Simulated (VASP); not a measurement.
# C (Fd-3m) in VASP: notebook

Runs on C. Level: LDA. Tasks: single point.

All numbers are computed with VASP 6.6.1; they aren't measurements. Logs are shortened: lines on timing, memory, paths and dates and some standing lists are left out, and cuts for length are marked.

**1. The cell of the first run**

The structure is cubic, space group Fd-3m (No. 227). Conventional cell: a = 3.165 Å, b = 3.165 Å, c = 3.165 Å, α = 90.00°, β = 90.00°, γ = 90.00°. C (site symmetry -43m) has 4 C at 1.37 Å within 1.8 Å.

**2. Single point, LDA (volume scaled by 0.72)**

INCAR

```
ALGO     = Normal         # electronic algorithm
EDIFF    = 1E-6           # SCF threshold, eV
ENCUT    = 520            # plane-wave cutoff, eV
GGA      = CA             # functional
ISIF     = 2              # what is computed and relaxed
ISMEAR   = -1             # smearing method
LASPH    = T              # aspherical terms in the spheres
LCHARG   = T              # write CHGCAR
LELF     = T              # ELF
LREAL    = F              # projectors in reciprocal space
LVHAR    = T            
LWAVE    = F              # write WAVECAR
NBANDS   = 11             # bands
NELM     = 60             # most SCF steps
PREC     = Accurate       # precision mode
SIGMA    = 0.08           # smearing width, eV
```

KPOINTS

```
k-points
0
Gamma
  20 20 20
```

POSCAR

```
C
1.0
    0.0000000000      1.5827151784      1.5827151784
    1.5827151784      0.0000000000      1.5827151784
    1.5827151784      1.5827151784      0.0000000000
C
2
Direct
   -0.1250000000     -0.1250000000     -0.1250000000
    0.1250000000      0.1250000000      0.1250000000
```

Potentials or basis: VASP PAW LDA potentials, release 64 (C).

On the command line:

```
cat potpaw_LDA.64/C/POTCAR > POTCAR
mpirun -np 1 vasp_std > vasp.out
```

OUTCAR:

```text
EDIFF = 1E-6
   ENCUT = 520
   GGA = CA
   ISIF = 2
   ISMEAR = -1
   LASPH = T
   LREAL = F
   NELM = 60
   PREC = Accurate

 ion  position               nearest neighbor table
   1  0.875  0.875  0.875-   2 1.37   2 1.37   2 1.37   2 1.37
   2  0.125  0.125  0.125-   1 1.37   1 1.37   1 1.37   1 1.37

  LATTYP: Found a face centered cubic cell.
 ALAT       =     3.1654303568

  Lattice vectors:

 A1 = (   0.0000000000,   1.5827151784,   1.5827151784)
 A2 = (   1.5827151784,   0.0000000000,   1.5827151784)
 A3 = (   1.5827151784,   1.5827151784,   0.0000000000)

Analysis of symmetry for initial positions (statically):
=====================================================================
 Subroutine PRICEL returns:
 Original cell was already a primitive cell.

 Routine SETGRP: Setting up the symmetry group for a
 face centered cubic supercell.

 Subroutine GETGRP returns: Found 48 space group operations
 (whereof 12 operations were pure point group operations)
 out of a pool of 48 trial point group operations.

The static configuration has the point symmetry D_3d.
 The point group associated with its full space group is O_h .

Analysis of symmetry for dynamics (positions and initial velocities):
=====================================================================
 Subroutine PRICEL returns:
 Original cell was already a primitive cell.

 Routine SETGRP: Setting up the symmetry group for a
 face centered cubic supercell.

 Subroutine GETGRP returns: Found 48 space group operations
 (whereof 12 operations were pure point group operations)
 out of a pool of 48 trial point group operations.

The dynamic configuration has the point symmetry D_3d.
 The point group associated with its full space group is O_h .

 Subroutine INISYM returns: Found 48 space group operations
 (whereof 12 operations are pure point group operations),
 and found     1 'primitive' translations

----------------------------------------------------------------------------------------

                                     Primitive cell

  volume of cell :       7.9294

  direct lattice vectors                    reciprocal lattice vectors
     0.000000000  1.582715178  1.582715178    -0.315912810  0.315912810  0.315912810
     1.582715178  0.000000000  1.582715178     0.315912810 -0.315912810  0.315912810
     1.582715178  1.582715178  0.000000000     0.315912810  0.315912810 -0.315912810

  length of vectors
     2.238297271  2.238297271  2.238297271     0.547177038  0.547177038  0.547177038

  position of ions in fractional coordinates (direct lattice)
     0.875000000  0.875000000  0.875000000
     0.125000000  0.125000000  0.125000000

  ion indices of the primitive-cell ions
   primitive index   ion index
                 1           1
                 2           2

----------------------------------------------------------------------------------------

 KPOINTS: k-points

Automatic generation of k-mesh.
 Grid dimensions read from file:
 generate k-points for:   20   20   20

 Generating k-lattice:

  Cartesian coordinates                     Fractional coordinates (reciprocal lattice)
    -0.015795641  0.015795641  0.015795641     0.050000000  0.000000000  0.000000000
     0.015795641 -0.015795641  0.015795641     0.000000000  0.050000000  0.000000000
     0.015795641  0.015795641 -0.015795641     0.000000000  0.000000000  0.050000000

  Length of vectors
     0.027358852  0.027358852  0.027358852

  Shift w.r.t. Gamma in fractional coordinates (k-lattice)
     0.000000000  0.000000000  0.000000000

 Subroutine IBZKPT returns following result:
 ===========================================

 Found    256 irreducible k-points:

 Following reciprocal coordinates:
            Coordinates               Weight
  0.000000  0.000000  0.000000      1.000000
  0.050000  0.000000  0.000000      8.000000
  0.100000  0.000000  0.000000      8.000000
  0.150000  0.000000  0.000000      8.000000
  0.200000  0.000000  0.000000      8.000000
  0.250000  0.000000  0.000000      8.000000
[... 16 lines left out ...]
 -0.400000  0.050000  0.000000     24.000000
 -0.350000  0.050000  0.000000     24.000000
 [... further k-points ...]
   k-points           NKPTS =    256   k-points in BZ     NKDIM =    256   number of bands    NBANDS=     11
   number of dos      NEDOS =    301   number of ions     NIONS =      2
   total plane-waves  NPLWV =   5832
   dimension x,y,z NGX =    18 NGY =   18 NGZ =   18
   dimension x,y,z NGXF=    36 NGYF=   36 NGZF=   36
   ions per type =               2
   NGX,Y,Z   is equivalent  to a cutoff of  13.37, 13.37, 13.37 a.u.
   NGXF,Y,Z  is equivalent  to a cutoff of  26.74, 26.74, 26.74 a.u.
 SYSTEM =  unknown system
   PREC   = accura    normal or accurate (medium, high low for compatibility)
   ISTART =      0    job   : 0-new  1-cont  2-samecut
   ICHARG =      2    charge: 1-file 2-atom 10-const
   ISPIN  =      1    spin polarized calculation?
   LNONCOLLINEAR =      F non collinear calculations
   LSORBIT =      F    spin-orbit coupling
   LASPH  =      T    aspherical Exc in radial PAW
   ENCUT  =  520.0 eV  38.22 Ry    6.18 a.u.   4.16  4.16  4.16*2*pi/ulx,y,z
   NELM   =     60;   NELMIN=  2; NELMDL= -5     # of ELM steps
   EDIFF  = 0.1E-05   stopping-criterion for ELM
   LREAL  =      F    real-space projection
   EDIFFG = 0.1E-04   stopping-criterion for IOM
   NSW    =      0    number of steps for IOM
   IBRION =     -1    ionic relax: 0-MD 1-quasi-New 2-CG
   NFREE  =      0    steps in history (QN), initial steepest desc. (CG)
   ISIF   =      2    stress and relaxation
   ISYM   =      2    0-nonsym 1-usesym 2-fastsym
   POTIM  = 0.5000    time-step for ionic-motion
   TEBEG  =    0.0;   TEEND  =   0.0 temperature during run
   PSTRESS=    0.0 pullay stress
   NELECT =       8.0000    total number of electrons
   NUPDOWN=      -1.0000    fix difference up-down
   EMIN   =  10.00;   EMAX   =-10.00  energy-range for DOS
   EFERMI =   0.00;   METHOD = LEGACY
   ISMEAR =    -1;   SIGMA  =   0.08  broadening in eV -4-tet -1-fermi 0-gaus
   EFERMI_NEDOS =   21; number of points for ismear=-14 and -15
   IALGO  =     38    algorithm
   IMIX   =      4    mixing-type and parameters
     AMIX     =   0.40;   BMIX     =  1.00
     AMIX_MAG =   1.60;   BMIX_MAG =  1.00
  volume/ion in A,a.u.               =       3.96        26.75
  Fermi-wavevector in a.u.,A,eV,Ry     =   1.641945  3.102827 36.681101  2.695985
  Thomas-Fermi vector in A             =   2.732331
   LORBIT       =      0    0 simple, 1 ext, 2 COOP (PROOUT), +10 PAW based schemes
   GGA     = CA    functional components
   LHFCALC =     F    Hartree Fock is set to
   AEXX    =    0.0000 exact exchange contribution
   IVDW    =     0    specifies the selected vdW correction
   LEPSILON=     F    determine dielectric tensor
   LRPA    =     F    only Hartree local field effects (RPA)
 non-spin polarized calculation
  energy-cutoff  :      520.00
  volume of cell :        7.93
 maximum number of plane-waves:       222
 NGX is ok and might be reduce to    18
   NGX =  9   NGY =  9   NGZ =  9

 number of electron       8.0000001 magnetization

 Free energy of the ion-electron system (eV)
  ---------------------------------------------------
  ext. energy  EPLUGINS =         0.00000000
  ---------------------------------------------------
  free energy    TOTEN  =       -18.12816968 eV

  energy without entropy =      -18.12816968  energy(sigma->0) =      -18.12816968

 E-fermi :  17.2272     XC(G=0): -15.3151

 val. band max:       15.7114685813   @ k =   0.0000   0.0000   0.0000
 cond. band min:      20.7779738927   @ k =   0.4000   0.4000   0.0000
 fundamental gap:      5.0665053114
 Fermi energy:        17.2271610644

 k-point     1 :       0.0000    0.0000    0.0000
  band No.  band energies     occupation
      1     -10.9993      2.00000
      2      15.7115      2.00000
      3      15.7115      2.00000
      4      15.7115      2.00000
      5      22.2792      0.00000
      6      22.2792      0.00000
      7      22.2792      0.00000
      8      38.2259      0.00000
      9      40.2093      0.00000
     10      46.7808      0.00000
     11      46.7808      0.00000

 k-point     2 :       0.0500    0.0000    0.0000
  band No.  band energies     occupation
      1     -10.9130      2.00000
      2      15.0453      2.00000
      3      15.5270      2.00000
      4      15.5270      2.00000
      5      22.5182      0.00000
      6      22.5182      0.00000
      7      22.7904      0.00000
      8      38.0714      0.00000
      9      40.3327      0.00000
     10      44.9500      0.00000
     11      44.9500      0.00000

 k-point     3 :       0.1000    0.0000    0.0000
  band No.  band energies     occupation
      1     -10.6535      2.00000
      2      13.4673      2.00000
      3      15.0569      2.00000
      4      15.0569      2.00000
      5      23.1331      0.00000
      6      23.1331      0.00000
      7      23.9178      0.00000
      8      37.6575      0.00000
      9      40.6658      0.00000
     10      43.2109      0.00000
     11      43.2109      0.00000

 k-point     4 :       0.1500    0.0000    0.0000
  band No.  band energies     occupation
      1     -10.2213      2.00000
      2      11.4955      2.00000
      3      14.4546      2.00000
      4      14.4546      2.00000
      5      23.9145      0.00000
      6      23.9145      0.00000
      7      25.1755      0.00000
      8      37.0854      0.00000
      9      41.1297      0.00000
     10      41.9588      0.00000
     11      41.9588      0.00000

 k-point     5 :       0.2000    0.0000    0.0000
  band No.  band energies     occupation
      1      -9.6176      2.00000
      2       9.3732      2.00000
      3      13.8349      2.00000
      4      13.8349      2.00000
      5      24.6627      0.00000
      6      24.6627      0.00000
      7      26.3692      0.00000
      8      36.4537      0.00000
      9      41.2962      0.00000
     10      41.2962      0.00000
     11      41.6408      0.00000
[... 211 lines left out ...]
 k-point    21 :       0.5000    0.0500    0.0000
  band No.  band energies     occupation
      1      -3.0410      2.00000
      2      -1.8411      2.00000
      3      11.6013      2.00000
      4      11.6768      2.00000
      5      25.3967      0.00000
      6      25.9449      0.00000
      7      30.3494      0.00000
      8      34.4157      0.00000
      9      43.0564      0.00000
     10      46.9662      0.00000
     11      47.3154      0.00000

 k-point    22 :      -0.4500    0.0500    0.0000
  band No.  band energies     occupation
      1      -3.5417      2.00000
      2      -1.2929      2.00000
      3      11.4788      2.00000
      4      11.8372      2.00000
      5      25.5526      0.00000
      6      25.8027      0.00000
      7      30.3054      0.00000
      8      34.4499      0.00000
      9      43.0881      0.00000
     10      46.0977      0.00000
     11      47.6346      0.00000

 k-point    23 :      -0.4000    0.0500    0.0000
  band No.  band energies     occupation
      1      -5.0016      2.00000
      2       0.4963      2.00000
      3      11.4756      2.00000
      4      12.1106      2.00000
      5      25.6900      0.00000
      6      25.7575      0.00000
      7      30.0082      0.00000
      8      34.5619      0.00000
      9      42.9254      0.00000
     10      44.2261      0.00000
     11      47.0251      0.00000

 k-point    24 :      -0.3500    0.0500    0.0000
  band No.  band energies     occupation
      1      -6.3179      2.00000
      2       2.4178      2.00000
      3      11.5955      2.00000
      4      12.4893      2.00000
      5      25.5649      0.00000
      6      25.9635      0.00000
      7      29.4829      0.00000
      8      34.7444      0.00000
      9      42.3954      0.00000
     10      42.6440      0.00000
     11      45.7930      0.00000

 [... further k-points ...]
[... 5 lines left out ...]
  --------------------------------------------------------------------------------------
  -------------------------------------------------------------------------------------
  Total       13.7730291     13.7730291     13.7730291      0.0000000      0.0000000      0.0000000
  in kB     2782.9265942   2782.9265942   2782.9265942      0.0000000      0.0000000      0.0000000
  external PRESSURE =    2782.9265942 kB  Pullay stress =       0.0000000 kB

 VOLUME and BASIS-vectors are now :
 -----------------------------------------------------------------------------
  energy-cutoff  :      520.00
  volume of cell :        7.93
      direct lattice vectors                 reciprocal lattice vectors
     0.000000000  1.582715178  1.582715178    -0.315912810  0.315912810  0.315912810
     1.582715178  0.000000000  1.582715178     0.315912810 -0.315912810  0.315912810
     1.582715178  1.582715178  0.000000000     0.315912810  0.315912810 -0.315912810

 POSITION                                       TOTAL-FORCE (eV/Angst)
 -----------------------------------------------------------------------------------
      2.76975      2.76975      2.76975         0.000000      0.000000      0.000000
      0.39568      0.39568      0.39568        -0.000000     -0.000000     -0.000000
 -----------------------------------------------------------------------------------
    total drift:                                0.000000      0.000000      0.000000

  FREE ENERGIE OF THE ION-ELECTRON SYSTEM (eV)
  ---------------------------------------------------
  free  energy   TOTEN  =       -18.1281696766 eV

  energy  without entropy=      -18.1281696766  energy(sigma->0) =      -18.12816968
```

Wall time 11 s (1 thread of Intel Xeon 6975P-C, shared host); peak memory 0.12 GiB.

What came out:

```
Free energy            : -18.1282 eV
Pressure               : 278.3 GPa
Band gap on the k mesh : 5.07 eV, indirect (least direct gap 6.57 eV)
```

**3. Single point, LDA (volume scaled by 0.8)**

INCAR

```
PREC     = Accurate       # precision mode
ENCUT    = 520            # plane-wave cutoff, eV
EDIFF    = 1E-6           # SCF threshold, eV
ISMEAR   = -1             # smearing method
SIGMA    = 0.08           # smearing width, eV
LREAL    = F              # projectors in reciprocal space
LASPH    = T              # aspherical terms in the spheres
NELM     = 80             # most SCF steps
ALGO     = Normal         # electronic algorithm
ISIF     = 2              # what is computed and relaxed
LWAVE    = F              # write WAVECAR
LCHARG   = F              # write CHGCAR
NBANDS   = 11             # bands
```

KPOINTS

```
regular mesh
0
Gamma
  20 20 20
```

POSCAR

```
C
1.0
    0.0000000000      1.6392880167      1.6392880167
    1.6392880167      0.0000000000      1.6392880167
    1.6392880167      1.6392880167      0.0000000000
C
2
Direct
   -0.1250000000     -0.1250000000     -0.1250000000
    0.1250000000      0.1250000000      0.1250000000
```

Potentials or basis: VASP PAW LDA potentials, release 64 (C).

On the command line:

```
cat potpaw_LDA.64/C/POTCAR > POTCAR
mpirun -np 1 vasp_std > vasp.out
```

It took 11 s on 1 thread of Intel Xeon 6975P-C, shared host; peak memory 0.13 GiB.

The run converged. Its results:

| Property | Result |
| --- | --- |
| Free energy | -19.3088 eV |
| Pressure | 158.2 GPa |
| Band gap on the k mesh | 4.77 eV, indirect (least direct gap 6.26 eV) |

Levels at points of the mesh, in eV from the valence-band top:
```
           k point  band 2  band 3  band 4  band 5  band 6  band 7
(0.00, 0.00, 0.00)    0.00    0.00    0.00    6.26    6.26    6.26
(0.50, 0.00, 0.00)  -16.48   -3.50   -3.50    9.45    9.45   12.75
(0.50, 0.50, 0.00)  -14.60   -7.97   -7.97    5.27    5.27   20.82
```

 A k mesh can miss the band edges.

**4. Single point, LDA (volume scaled by 0.88)**

INCAR

```
SYSTEM = C
ALGO = Normal
EDIFF = 1E-6
ENCUT = 520
GGA = CA
ISIF = 2
ISMEAR = -1
LASPH = .TRUE.
LCHARG = .FALSE.
LREAL = .FALSE.
LWAVE = .FALSE.
NBANDS = 11
NELM = 100
PREC = Accurate
SIGMA = 0.08
```

KPOINTS

```
k-points
0
G
  20 20 20
  0 0 0
```

POSCAR

```
C
1.0
    0.0000000000      1.6922044232      1.6922044232
    1.6922044232      0.0000000000      1.6922044232
    1.6922044232      1.6922044232      0.0000000000
C
2
Direct
   -0.1250000000     -0.1250000000     -0.1250000000
    0.1250000000      0.1250000000      0.1250000000
```

On the command line:

```
cat potpaw_LDA.64/C/POTCAR > POTCAR
mpirun -np 1 vasp_std > vasp.out
```

Run time: 16 s. Hardware: 1 thread of Intel Xeon 6975P-C, shared host; peak memory 0.12 GiB.

Results (log left out):

| Item | Value |
| --- | --- |
| Free energy | -19.9449 eV |
| Pressure | 77.5 GPa |
| Band gap on the k mesh | 4.51 eV, indirect (least direct gap 5.99 eV) |

Levels at points of the mesh, in eV from the valence-band top:
```csv
k point,band 1,band 2,band 3,band 4,band 5,band 6,band 7,band 8,band 9
"(0.00, 0.00, 0.00)",-23.53,0.00,0.00,0.00,5.99,5.99,5.99,17.32,21.21
"(0.50, 0.00, 0.00)",-16.72,-15.22,-3.22,-3.22,9.05,9.05,11.27,16.80,24.01
"(0.50, 0.50, 0.00)",-13.80,-13.80,-7.30,-7.30,5.06,5.06,19.15,19.15,26.10
```

 A k mesh can miss the band edges.

(Part 1 of 2 ends here.)
